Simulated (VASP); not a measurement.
# Pt2C (P-4m2) in VASP: notebook, part 2 of 2

VASP 6.6.1. Earlier steps stand in the parts before.

## Step 3: Relaxation of cell and atoms, PBE

This run uses another cell than the first one, of 13.59 Å³/atom.

Contents of INCAR:

```
ALGO = Fast ; EDIFF = 1E-7
EDIFFG = -0.01 ; ENCUT = 600
GGA = PE ; IBRION = 2
ISIF = 3 ; ISMEAR = 0
LASPH = True ; LCHARG = False
LREAL = False ; LWAVE = False
NELM = 100 ; NSW = 100
PREC = Accurate ; SIGMA = 0.1
```

Contents of KPOINTS:

```
k-points
0
Gamma
  16 16 10
```

Contents of POSCAR:

```
Pt2C
1.0
    2.8581979677      0.0000000000      0.0000000000
    0.0000000000      2.8581979677      0.0000000000
    0.0000000000      0.0000000000      4.9916003605
Pt C
2 1
Direct
    0.5000000000      0.0000000000      0.7158898658
    0.0000000000      0.5000000000      0.2841101342
    0.0000000000      0.0000000000      0.0000000000
```

Potentials or basis: VASP PAW PBE potentials, release 64 (Pt, C).

Started as:

```console
cat potpaw_PBE.64/Pt/POTCAR potpaw_PBE.64/C/POTCAR > POTCAR
mpirun -np 1 vasp_std > vasp.out
```

OUTCAR:

```text
EDIFF = 1E-7
   EDIFFG = -0.01
   ENCUT = 600
   GGA = PE
   IBRION = 2
   ISIF = 3
   ISMEAR = 0
   LASPH = True
   LREAL = False
   NELM = 100
   NSW = 100
   PREC = Accurate

 ion  position               nearest neighbor table
   1  0.500  0.000  0.716-   3 2.01   3 2.01   2 2.95   2 2.95   2 2.95   2 2.95   2 3.48   2 3.48
                             2 3.48   2 3.48
   2  0.000  0.500  0.284-   3 2.01   3 2.01   1 2.95   1 2.95   1 2.95   1 2.95   1 3.48   1 3.48
                             1 3.48   1 3.48
   3  0.000  0.000  0.000-   1 2.01   2 2.01   2 2.01   1 2.01

  LATTYP: Found a simple tetragonal cell.
 ALAT       =     2.8581979677
 C/A-ratio  =     1.7464151948

  Lattice vectors:

 A1 = (   2.8581979677,   0.0000000000,   0.0000000000)
 A2 = (   0.0000000000,   2.8581979677,   0.0000000000)
 A3 = (   0.0000000000,   0.0000000000,   4.9916003605)

Analysis of symmetry for initial positions (statically):
=====================================================================
 Subroutine PRICEL returns:
 Original cell was already a primitive cell.

 Routine SETGRP: Setting up the symmetry group for a
 simple tetragonal supercell.

 Subroutine GETGRP returns: Found  8 space group operations
 (whereof  8 operations were pure point group operations)
 out of a pool of 16 trial point group operations.

The static configuration has the point symmetry D_2d.

Analysis of symmetry for dynamics (positions and initial velocities):
=====================================================================
 Subroutine PRICEL returns:
 Original cell was already a primitive cell.

 Routine SETGRP: Setting up the symmetry group for a
 simple tetragonal supercell.

 Subroutine GETGRP returns: Found  8 space group operations
 (whereof  8 operations were pure point group operations)
 out of a pool of 16 trial point group operations.

The dynamic configuration has the point symmetry D_2d.

 Subroutine INISYM returns: Found  8 space group operations
 (whereof  8 operations are pure point group operations),
 and found     1 'primitive' translations

[... 128 lines left out ...]
 non-spin polarized calculation
 RMM-DIIS sequential band-by-band and
 Gauss-broadening in eV      SIGMA  =   0.10
  energy-cutoff  :      600.00
  volume of cell :       40.78
 maximum number of plane-waves:      1392
 NGX is ok and might be reduce to    24
   NGX = 11   NGY = 11   NGZ = 19

--------------------------------------- Ionic step        1  -------------------------------------------

 number of electron      24.0000003 magnetization

 Free energy of the ion-electron system (eV)
  ---------------------------------------------------
  ext. energy  EPLUGINS =         0.00000000
  ---------------------------------------------------
  free energy    TOTEN  =       -19.96494508 eV

  energy without entropy =      -19.95742834  energy(sigma->0) =      -19.96118671

------------------------ aborting loop because EDIFF is reached ----------------------------------------

  FORCE on cell =-STRESS in cart. coord.  units (eV):
  Direction    XX          YY          ZZ          XY          YZ          ZX
  --------------------------------------------------------------------------------------
  -------------------------------------------------------------------------------------
  Total       -0.0567396     -0.0567396      0.4613078      0.0000000      0.0000000     -0.0000000
  in kB       -2.2293185     -2.2293185     18.1249579      0.0000000      0.0000000     -0.0000000
  external PRESSURE =       4.5554403 kB  Pullay stress =       0.0000000 kB
[... 246 lines left out ...]
--------------------------------------- Ionic step        8  -------------------------------------------

 number of electron      24.0000000 magnetization

 Free energy of the ion-electron system (eV)
  ---------------------------------------------------
  ext. energy  EPLUGINS =         0.00000000
  ---------------------------------------------------
  free energy    TOTEN  =       -19.96926281 eV

  energy without entropy =      -19.96108178  energy(sigma->0) =      -19.96517230

 E-fermi :   9.4729     XC(G=0): -12.6857

 val. band max:        9.4699870849   @ k =   0.5000   0.1250   0.0000
 cond. band min:       9.4803969373   @ k =   0.4375   0.0000   0.1000
 fundamental gap:      0.0104098525
 Fermi energy:         9.4729432904

 k-point     1 :       0.0000    0.0000    0.0000
  band No.  band energies     occupation
      1      -4.2379      2.00000
      2       1.3708      2.00000
      3       3.0294      2.00000
      4       4.0485      2.00000
      5       4.0916      2.00000
      6       4.4279      2.00000
[... 433 lines left out ...]
      3       2.4331      2.00000
      4       4.0753      2.00000
      5       4.1895      2.00000
      6       5.2649      2.00000
[... 8 lines left out ...]
     15      13.5254      0.00000
     16      14.7396      0.00000

 [... further k-points ...]

------------------------ aborting loop because EDIFF is reached ----------------------------------------

  FORCE on cell =-STRESS in cart. coord.  units (eV):
  Direction    XX          YY          ZZ          XY          YZ          ZX
  --------------------------------------------------------------------------------------
  -------------------------------------------------------------------------------------
  Total        0.0010876      0.0010876      0.0026218      0.0000000      0.0000000      0.0000000
  in kB        0.0429318      0.0429318      0.1034973      0.0000000      0.0000000      0.0000000
  external PRESSURE =       0.0631203 kB  Pullay stress =       0.0000000 kB
[... 18 lines left out ...]
  FREE ENERGIE OF THE ION-ELECTRON SYSTEM (eV)
  ---------------------------------------------------
  free  energy   TOTEN  =       -19.9692628129 eV

  energy  without entropy=      -19.9610817828  energy(sigma->0) =      -19.96517230

 reached required accuracy - stopping structural energy minimisation
```

Wall time 26 min (1 thread of Oxide Virtual Turin-like, shared host); peak memory 0.3 GiB.

Results:

| Item | Value |
| --- | --- |
| Free energy | -19.9693 eV |
| Relaxed volume | 13.53 Å³/atom |
| Relaxed cell | a = 2.827 Å, b = 2.827 Å, c = 5.080 Å, α = 90.00°, β = 90.00°, γ = 90.00° |
| Space group after relaxing (to 0.1 Å) | P-4m2 (No. 115) |
| Energy gained by relaxing | 1.4 meV/atom |
| Ionic steps | 8 |
| Pressure after relaxing | 0.0 GPa |
| Largest force after relaxing | 0.010 eV/Å |
| Band gap on the k mesh | zero (bands 12 and 13 overlap by 2.72 eV) |

Forces on the atoms (eV/Å):
```
Pt   0.000  0.000  0.010
Pt   0.000  0.000 -0.010
C    0.000  0.000  0.000
```

Step by step:
```tsv
step	energy change (eV)	largest force (eV/Å)	pressure (GPa)	volume (Å³)
1	0.0000	0.0529	0.46	40.78
2	-0.0010	0.0965	-1.50	41.01
3	-0.0013	0.0491	-0.87	40.93
4	-0.0028	0.0367	-0.45	40.80
5	-0.0041	0.0053	0.53	40.51
6	-0.0040	0.0568	-0.39	40.60
7	-0.0043	0.0196	0.14	40.55
8	-0.0043	0.0099	0.01	40.59
```

Final structure:
```cif
data_structure
_symmetry_space_group_name_H-M 'P 1'
_symmetry_Int_Tables_number 1
_cell_length_a 2.8266
_cell_length_b 2.8266
_cell_length_c 5.0798
_cell_angle_alpha 90.000
_cell_angle_beta 90.000
_cell_angle_gamma 90.000
_cell_volume 40.59
loop_
_atom_site_label
_atom_site_type_symbol
_atom_site_fract_x
_atom_site_fract_y
_atom_site_fract_z
_atom_site_occupancy
Pt1 Pt 0.50000 0.00000 0.71571 1
Pt2 Pt 0.00000 0.50000 0.28429 1
C1 C 0.00000 0.00000 0.00000 1
```

Levels at points of the mesh, in eV from the Fermi level:
```tsv
k point	band 10	band 11	band 12	band 13	band 14	band 15
(0.00, 0.00, 0.00)	-1.59	-1.59	-1.58	-1.07	2.76	2.76
(0.50, 0.00, 0.00)	-1.82	-1.08	-0.01	0.48	2.74	4.28
(0.50, 0.50, 0.00)	-0.57	-0.57	0.75	0.75	2.16	3.09
(0.00, 0.00, 0.50)	-2.69	-1.50	-1.16	0.67	4.10	4.10
(0.50, 0.00, 0.50)	-2.25	-1.74	-1.53	1.04	1.32	3.62
(0.50, 0.50, 0.50)	-0.42	-0.42	1.47	1.55	1.55	4.84
```

Caveat: spin-orbit coupling is left out, which moves the levels of the heavy elements.
